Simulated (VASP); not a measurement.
Write the native input for VASP 6.6.1 that does the following.

| Quantity | Value |
| --- | --- |
| Task | single point |
| Functional | PBE |
| Dispersion | D3(BJ) |
| Potentials or basis | VASP PAW PBE potentials, release 64 (W_sv, Se) |
| Cutoff | 520 eV |
| k mesh | 9 × 9 × 2 |
| Occupations | gaussian, width 0.05 eV |
| Spin | no spin polarisation |
| Dipole correction | no |
| Further INCAR settings | ALGO = Normal; EDIFF = 1e-07; NBANDS = 35 |

The structure of WSe2 lies in POSCAR:

```
WSe2
1.0
    3.2790216039      0.0000000000      0.0000000000
   -1.6395108019      2.8397160085      0.0000000000
    0.0000000000      0.0000000000     12.7878979243
W Se
2 4
Direct
    0.1757607670      0.8638694849      0.2500000000
    0.6666666667      0.3333333333      0.7500000000
    0.3333333333      0.6666666667      0.6182859564
    0.6666666667      0.3333333333      0.1182859564
    0.3333333333      0.6666666667      0.8817140436
    0.6666666667      0.3333333333      0.3817140436
```

This cell differs from its parent crystal: atom 1 (W) moved by -0.840 Å along [1 0 0] and +0.560 Å along [1 2 0].

These files were run (other wordings do the same):

INCAR

```
PREC = Accurate
ENCUT = 520
EDIFF = 1E-7
ISMEAR = 0
SIGMA = 0.05
LREAL = F
LASPH = T
NELM = 80
ALGO = Normal
ISIF = 2
LWAVE = F
LCHARG = F
GGA = PE
IVDW = 12
NBANDS = 35
```

KPOINTS

```
regular mesh
0
Gamma
  9 9 2
```

Potentials or basis: VASP PAW PBE potentials, release 64 (W_sv, Se).

The run is started by

```bash
$ cat potpaw_PBE.64/W_sv/POTCAR potpaw_PBE.64/Se/POTCAR > POTCAR
$ mpirun -np 1 vasp_std > vasp.out
```

Results of the run:

```
Pressure                   : 9.7 GPa
Largest force              : 3.796 eV/Å
Band gap on the k mesh     : zero (bands 26 and 27 overlap by 0.26 eV)
Dispersion energy per atom : -0.476 eV
```

Caveat: the cell differs from its parent crystal (atom 1 (W) moved by -0.840 Å along [1 0 0] and +0.560 Å along [1 2 0]); the stress differs along the axes, from 4 to 16 GPa; spin-orbit coupling is left out, which moves the levels of the heavy elements; forces of over 1 eV/Å act on the atoms, so gaps and moduli don't describe the material at rest.

Run time: 2.4 min on 1 thread of AMD EPYC 9R45 96-Core Processor (Zen 5), with other jobs on the host, peak memory 0.39 GiB.
